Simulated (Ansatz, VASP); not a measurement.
**Two plane-wave programs on Ge**

```xyz
6
Lattice="-3.9192 3.9192 3.9192 3.9192 -3.9192 3.9192 3.9192 3.9192 -3.9192" Properties=species:S:1:pos:R:3 pbc="T T T"
Ge    1.9596    4.8990    0.0000
Ge    0.0000    1.9596    4.8990
Ge    2.9394    3.9192    1.9596
Ge    4.8990    0.0000    1.9596
Ge    1.9596    2.9394    3.9192
Ge    3.9192    1.9596    2.9394
```

Alike in both runs: task single point; functional PBE; k mesh 4 × 4 × 4; occupations gaussian, width 0.1 eV; no spin polarisation.

|  | VASP | Ansatz |
| --- | --- | --- |
| version | VASP 6.6.1 | Ansatz 0.2.0 |
| potentials or method | VASP PAW PBE potentials, release 64 (Ge_d), cutoff 520 eV | scalar-relativistic, plane waves, PAW |
| valence electrons in the cell | 84 | 84 |

|  | VASP | Ansatz | Ansatz less VASP |
| --- | --- | --- | --- |
| gap on the k mesh at the Fermi level (eV) | none | none | - |
| pressure (GPa) | 5.5 | 5.5 | +0.03 |

A gap of «none» marks a metal or a gap that the smearing closes.
